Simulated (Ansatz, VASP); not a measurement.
## One calculation of Pt, two programs

```xyz
2
Lattice="2.7330 0.0000 0.0000 -1.3665 2.3668 0.0000 0.0000 0.0000 4.7654" Properties=species:S:1:pos:R:3 pbc="T T T"
Pt    1.3665    0.7889    3.5740
Pt    0.0000    1.5779    1.1913
```

Alike in both runs: functional r2SCAN; k mesh 18 × 18 × 10; occupations gaussian, width 0.1 eV; no spin polarisation.

Ansatz relaxed the structure, and its values are those at the end. VASP's run is a single point on that final structure, the one shown.

|  | VASP | Ansatz |
| --- | --- | --- |
| version | VASP 6.6.1 | Ansatz 0.2.0 |
| potentials or method | VASP PAW PBE potentials, release 64 (Pt), cutoff 520 eV | scalar-relativistic, plane waves, PAW |
| valence electrons in the cell | 20 | 36 |

|  | VASP | Ansatz | Ansatz less VASP |
| --- | --- | --- | --- |
| gap on the k mesh at the Fermi level (eV) | none | none | - |
| pressure (GPa) | 0.7 | 0.0 | -0.67 |

VASP's potentials were made for PBE, not for r2SCAN. A gap of «none» marks a metal or a gap that the smearing closes. With one functional, cell and mesh, what is left measures potentials, basis and numerics. VASP's potentials hold 20 valence electrons a cell and Ansatz's 36, so a difference there can come from the potentials and not from the codes.

Spin-orbit coupling is off throughout.
